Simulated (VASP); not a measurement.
# Ta (I4/mmm) in VASP: further runs

Runs on Ta. Level: PBEsol. Tasks: single point.

All numbers are computed with VASP 6.6.1; they aren't measurements. Logs are shortened: lines on timing, memory, paths and dates and some standing lists are left out, and cuts for length are marked.

## Step 1: The cell of the first run

It takes space group I4/mmm (No. 139, tetragonal). Conventional cell: a = 3.330 Å, b = 3.330 Å, c = 3.084 Å, α = 90.00°, β = 90.00°, γ = 90.00°. Ta (site symmetry 4/mmm) has 14 Ta at 2.81 to 3.33 Å within 3.7 Å.

## Step 2: Single point, PBEsol (uniaxial strain along a: -6.0 %)

File INCAR:

```
PREC = Accurate ; ENCUT = 520
EDIFF = 1E-6 ; ISMEAR = 0
SIGMA = 0.1 ; LREAL = F
LASPH = T ; NELM = 100
ALGO = Fast ; ISIF = 2
LWAVE = F ; LCHARG = F
GGA = PS ; NBANDS = 18
```

File KPOINTS:

```
Automatic mesh
0
Gamma
  16 16 16
```

File POSCAR:

```
Ta
1.0
    3.0836531616      0.0000000000      0.0000000000
    0.0000000000      3.3296893181      0.0000000000
    0.0000000000      0.0000000000      3.3296893181
Ta
2
Direct
    0.0000000000      0.0000000000      0.0000000000
    0.5000000000      0.5000000000      0.5000000000
```

Potentials or basis: VASP PAW PBE potentials, release 64 (Ta_pv).

Launch:

```sh
cat potpaw_PBE.64/Ta_pv/POTCAR > POTCAR
mpirun -np 1 vasp_std > vasp.out
```

OUTCAR:

```text
PREC = Accurate
   ENCUT = 520
   EDIFF = 1E-6
   ISMEAR = 0
   LREAL = F
   LASPH = T
   NELM = 100
   ISIF = 2
   GGA = PS

 ion  position               nearest neighbor table
   1  0.000  0.000  0.000-   2 2.81   2 2.81   2 2.81   2 2.81   2 2.81   2 2.81   2 2.81   2 2.81

   2  0.500  0.500  0.500-   1 2.81   1 2.81   1 2.81   1 2.81   1 2.81   1 2.81   1 2.81   1 2.81

  LATTYP: Found a simple tetragonal cell.
 ALAT       =     3.3296893181
 C/A-ratio  =     0.9261083744

  Lattice vectors:

 A1 = (   0.0000000000,   3.3296893181,   0.0000000000)
 A2 = (   0.0000000000,   0.0000000000,   3.3296893181)
 A3 = (   3.0836531616,   0.0000000000,   0.0000000000)

Analysis of symmetry for initial positions (statically):
=====================================================================
 Subroutine PRICEL returns following result:

  LATTYP: Found a body centered tetragonal cell.
 ALAT       =     3.3296893181
 C/A-ratio  =     0.9261083744

  Lattice vectors:

 A1 = (  -1.5418265808,   1.6648446590,   1.6648446590)
 A2 = (  -1.5418265808,  -1.6648446590,  -1.6648446590)
 A3 = (   1.5418265808,  -1.6648446590,   1.6648446590)

   2 primitive cells build up your supercell.

 Routine SETGRP: Setting up the symmetry group for a
 simple tetragonal supercell.

 Subroutine GETGRP returns: Found 16 space group operations
 (whereof 16 operations were pure point group operations)
 out of a pool of 16 trial point group operations.

The static configuration has the point symmetry D_4h.

Analysis of symmetry for dynamics (positions and initial velocities):
=====================================================================
 Subroutine PRICEL returns following result:

  LATTYP: Found a body centered tetragonal cell.
 ALAT       =     3.3296893181
 C/A-ratio  =     0.9261083744

  Lattice vectors:

 A1 = (  -1.5418265808,   1.6648446590,   1.6648446590)
 A2 = (  -1.5418265808,  -1.6648446590,  -1.6648446590)
 A3 = (   1.5418265808,  -1.6648446590,   1.6648446590)

   2 primitive cells build up your supercell.

 Routine SETGRP: Setting up the symmetry group for a
 simple tetragonal supercell.

 Subroutine GETGRP returns: Found 16 space group operations
 (whereof 16 operations were pure point group operations)
 out of a pool of 16 trial point group operations.

The dynamic configuration has the point symmetry D_4h.

 Subroutine INISYM returns: Found 16 space group operations
 (whereof 16 operations are pure point group operations),
 and found     2 'primitive' translations

----------------------------------------------------------------------------------------

                                     Primitive cell

  volume of cell :      17.0940

  direct lattice vectors                    reciprocal lattice vectors
    -1.541826581  1.664844659  1.664844659    -0.324290686  0.000000000  0.300328320
    -1.541826581 -1.664844659 -1.664844659    -0.324290686 -0.300328320  0.000000000
     1.541826581 -1.664844659  1.664844659     0.000000000 -0.300328320  0.300328320

  length of vectors
     2.814363993  2.814363993  2.814363993     0.441997228  0.441997228  0.424728384

  position of ions in fractional coordinates (direct lattice)
     0.000000000  0.000000000  0.000000000

  ion indices of the primitive-cell ions
   primitive index   ion index
                 1           1

----------------------------------------------------------------------------------------

 KPOINTS: Automatic mesh

Automatic generation of k-mesh.
 Grid dimensions read from file:
 generate k-points for:   16   16   16

 Generating k-lattice:

  Cartesian coordinates                     Fractional coordinates (reciprocal lattice)
     0.020268168  0.000000000  0.000000000     0.062500000  0.000000000  0.000000000
     0.000000000  0.018770520  0.000000000     0.000000000  0.062500000  0.000000000
     0.000000000  0.000000000  0.018770520     0.000000000  0.000000000  0.062500000

  Length of vectors
     0.020268168  0.018770520  0.018770520

  Shift w.r.t. Gamma in fractional coordinates (k-lattice)
     0.000000000  0.000000000  0.000000000

 Subroutine IBZKPT returns following result:
 ===========================================

 Found    405 irreducible k-points:

 Following reciprocal coordinates:
            Coordinates               Weight
  0.000000  0.000000  0.000000      1.000000
  0.062500  0.000000  0.000000      2.000000
  0.125000  0.000000  0.000000      2.000000
  0.187500  0.000000  0.000000      2.000000
  0.250000  0.000000  0.000000      2.000000
  0.312500  0.000000  0.000000      2.000000
[... 16 lines left out ...]
  0.250000  0.125000  0.000000      8.000000
  0.312500  0.125000  0.000000      8.000000
 [... further k-points ...]
   k-points           NKPTS =    405   k-points in BZ     NKDIM =    405   number of bands    NBANDS=     18
   number of dos      NEDOS =    301   number of ions     NIONS =      2
   total plane-waves  NPLWV =  18816
   dimension x,y,z NGX =    24 NGY =   28 NGZ =   28
   dimension x,y,z NGXF=    48 NGYF=   56 NGZF=   56
   ions per type =               2
   NGX,Y,Z   is equivalent  to a cutoff of  12.94, 13.98, 13.98 a.u.
   NGXF,Y,Z  is equivalent  to a cutoff of  25.88, 27.96, 27.96 a.u.
 SYSTEM =  unknown system
   PREC   = accura    normal or accurate (medium, high low for compatibility)
   ISTART =      0    job   : 0-new  1-cont  2-samecut
   ICHARG =      2    charge: 1-file 2-atom 10-const
   ISPIN  =      1    spin polarized calculation?
   LNONCOLLINEAR =      F non collinear calculations
   LSORBIT =      F    spin-orbit coupling
   LASPH  =      T    aspherical Exc in radial PAW
   ENCUT  =  520.0 eV  38.22 Ry    6.18 a.u.   5.73  6.19  6.19*2*pi/ulx,y,z
   NELM   =    100;   NELMIN=  2; NELMDL= -5     # of ELM steps
   EDIFF  = 0.1E-05   stopping-criterion for ELM
   LREAL  =      F    real-space projection
   EDIFFG = 0.1E-04   stopping-criterion for IOM
   NSW    =      0    number of steps for IOM
   IBRION =     -1    ionic relax: 0-MD 1-quasi-New 2-CG
   NFREE  =      0    steps in history (QN), initial steepest desc. (CG)
   ISIF   =      2    stress and relaxation
   ISYM   =      2    0-nonsym 1-usesym 2-fastsym
   POTIM  = 0.5000    time-step for ionic-motion
   TEBEG  =    0.0;   TEEND  =   0.0 temperature during run
   PSTRESS=    0.0 pullay stress
   NELECT =      22.0000    total number of electrons
   NUPDOWN=      -1.0000    fix difference up-down
   EMIN   =  10.00;   EMAX   =-10.00  energy-range for DOS
   EFERMI =   0.00;   METHOD = LEGACY
   ISMEAR =     0;   SIGMA  =   0.10  broadening in eV -4-tet -1-fermi 0-gaus
   EFERMI_NEDOS =   21; number of points for ismear=-14 and -15
   IALGO  =     68    algorithm
   IMIX   =      4    mixing-type and parameters
     AMIX     =   0.40;   BMIX     =  1.00
     AMIX_MAG =   1.60;   BMIX_MAG =  1.00
  volume/ion in A,a.u.               =      17.09       115.36
  Fermi-wavevector in a.u.,A,eV,Ry     =   1.413377  2.670896 27.179475  1.997635
  Thomas-Fermi vector in A             =   2.535029
   LORBIT       =      0    0 simple, 1 ext, 2 COOP (PROOUT), +10 PAW based schemes
   GGA     = PS    functional components
   LHFCALC =     F    Hartree Fock is set to
   AEXX    =    0.0000 exact exchange contribution
   IVDW    =     0    specifies the selected vdW correction
   LEPSILON=     F    determine dielectric tensor
   LRPA    =     F    only Hartree local field effects (RPA)
 non-spin polarized calculation
 RMM-DIIS sequential band-by-band and
 Gauss-broadening in eV      SIGMA  =   0.10
  energy-cutoff  :      520.00
  volume of cell :       34.19
 maximum number of plane-waves:       944
 NGX is ok and might be reduce to    24
   NGX = 11   NGY = 13   NGZ = 13

 number of electron      21.9999999 magnetization

 Free energy of the ion-electron system (eV)
  ---------------------------------------------------
  ext. energy  EPLUGINS =         0.00000000
  ---------------------------------------------------
  free energy    TOTEN  =       -25.03087204 eV

  energy without entropy =      -25.01754746  energy(sigma->0) =      -25.02420975

 E-fermi :   5.7670     XC(G=0): -12.9967

 val. band max:        5.7658295465   @ k =   0.0625   0.1250   0.0625
 cond. band min:       5.7677781927   @ k =   0.3125   0.4375   0.1250
 fundamental gap:      0.0019486462
 Fermi energy:         5.7669835611

 k-point     1 :       0.0000    0.0000    0.0000
  band No.  band energies     occupation
      1     -28.0893      2.00000
      2     -28.0893      2.00000
      3     -27.8702      2.00000
      4     -27.0638      2.00000
      5     -27.0638      2.00000
      6     -27.0463      2.00000
[... 10 lines left out ...]
     17      13.3029      0.00000
     18      14.2502      0.00000

 k-point     2 :       0.0625    0.0000    0.0000
  band No.  band energies     occupation
      1     -28.0786      2.00000
      2     -28.0786      2.00000
      3     -27.8788      2.00000
      4     -27.0726      2.00000
      5     -27.0726      2.00000
      6     -27.0724      2.00000
[... 10 lines left out ...]
     17      13.1728      0.00000
     18      15.1820      0.00000

 k-point     3 :       0.1250    0.0000    0.0000
  band No.  band energies     occupation
      1     -28.0471      2.00000
      2     -28.0471      2.00000
      3     -27.9023      2.00000
      4     -27.1471      2.00000
      5     -27.0989      2.00000
      6     -27.0989      2.00000
[... 10 lines left out ...]
     17      12.8360      0.00000
     18      14.9817      0.00000

 k-point     4 :       0.1875    0.0000    0.0000
  band No.  band energies     occupation
      1     -27.9962      2.00000
      2     -27.9962      2.00000
      3     -27.9343      2.00000
      4     -27.2603      2.00000
      5     -27.1420      2.00000
      6     -27.1420      2.00000
[... 375 lines left out ...]
      4     -27.4032      2.00000
      5     -27.1734      2.00000
      6     -27.0864      2.00000
[... 10 lines left out ...]
     17      13.0974      0.00000
     18      14.9519      0.00000

 k-point    23 :       0.2500    0.1250    0.0000
  band No.  band energies     occupation
      1     -28.1107      2.00000
      2     -27.8990      2.00000
      3     -27.7581      2.00000
      4     -27.5453      2.00000
      5     -27.2268      2.00000
      6     -27.1288      2.00000
[... 10 lines left out ...]
     17      12.6263      0.00000
     18      14.0044      0.00000

 k-point    24 :       0.3125    0.1250    0.0000
  band No.  band energies     occupation
      1     -28.1233      2.00000
      2     -27.8220      2.00000
      3     -27.6919      2.00000
      4     -27.6913      2.00000
      5     -27.2933      2.00000
      6     -27.1881      2.00000
[... 10 lines left out ...]
     17      11.9947      0.00000
     18      13.1814      0.00000

 [... further k-points ...]

------------------------ aborting loop because EDIFF is reached ----------------------------------------

  FORCE on cell =-STRESS in cart. coord.  units (eV):
  Direction    XX          YY          ZZ          XY          YZ          ZX
  --------------------------------------------------------------------------------------
  -------------------------------------------------------------------------------------
  Total        2.7886642      1.1585898      1.1585898      0.0000000      0.0000000      0.0000000
  in kB      130.6874392     54.2959389     54.2959389      0.0000000      0.0000000      0.0000000
  external PRESSURE =      79.7597723 kB  Pullay stress =       0.0000000 kB

 VOLUME and BASIS-vectors are now :
 -----------------------------------------------------------------------------
  energy-cutoff  :      520.00
  volume of cell :       34.19
      direct lattice vectors                 reciprocal lattice vectors
     3.083653162  0.000000000  0.000000000     0.324290686  0.000000000  0.000000000
     0.000000000  3.329689318  0.000000000     0.000000000  0.300328320  0.000000000
     0.000000000  0.000000000  3.329689318     0.000000000  0.000000000  0.300328320

 POSITION                                       TOTAL-FORCE (eV/Angst)
 -----------------------------------------------------------------------------------
      0.00000      0.00000      0.00000         0.000000      0.000000      0.000000
      1.54183      1.66484      1.66484         0.000000     -0.000000     -0.000000
 -----------------------------------------------------------------------------------
    total drift:                                0.000000      0.000000     -0.000000

  FREE ENERGIE OF THE ION-ELECTRON SYSTEM (eV)
  ---------------------------------------------------
  free  energy   TOTEN  =       -25.0308720386 eV

  energy  without entropy=      -25.0175474585  energy(sigma->0) =      -25.02420975
```

Run time: 12 min. Hardware: 1 thread of AMD EPYC, shared host; peak memory 0.28 GiB.

What came out:

```yaml
Free_energy: -25.0309 eV
Pressure: 8.0 GPa
Band_gap_on_the_k_mesh: zero (bands 11 and 12 overlap by 3.25 eV)
```

Stress tensor (GPa, compression positive):
```
13.07  0.00  0.00
 0.00  5.43  0.00
 0.00  0.00  5.43
```

Levels at points of the mesh, in eV from the Fermi level:
```tsv
k point	band 7	band 8	band 9	band 10	band 11	band 12	band 13	band 14	band 15	band 16
(0.00, 0.00, 0.00)	-8.14	-4.26	-4.04	0.05	1.13	1.13	3.35	4.86	7.17	7.17
(0.50, 0.00, 0.00)	-3.38	-3.38	-0.92	-0.92	0.84	0.84	0.84	0.84	3.02	3.02
(0.00, 0.50, 0.00)	-3.93	-3.93	-1.25	-1.25	1.11	1.11	1.93	1.93	3.57	3.57
(0.50, 0.50, 0.00)	-4.63	-4.63	-2.05	-2.05	2.08	2.08	4.13	4.13	5.88	5.88
(0.00, 0.50, 0.50)	-4.67	-4.67	-0.95	-0.95	1.47	1.47	3.13	3.13	4.70	4.70
(0.50, 0.50, 0.50)	-1.46	-1.46	-1.46	-1.46	-0.92	-0.92	5.00	5.00	5.37	5.37
```

Caveat: the cell differs from its parent crystal (uniaxial strain along a: -6.0 %); the stress differs along the axes, from 5 to 13 GPa; the PAW data sets were made with another functional, which shifts forces and pressure a little; spin-orbit coupling is left out, which moves the levels of the heavy elements.

(Continued in part 2 of 2.)
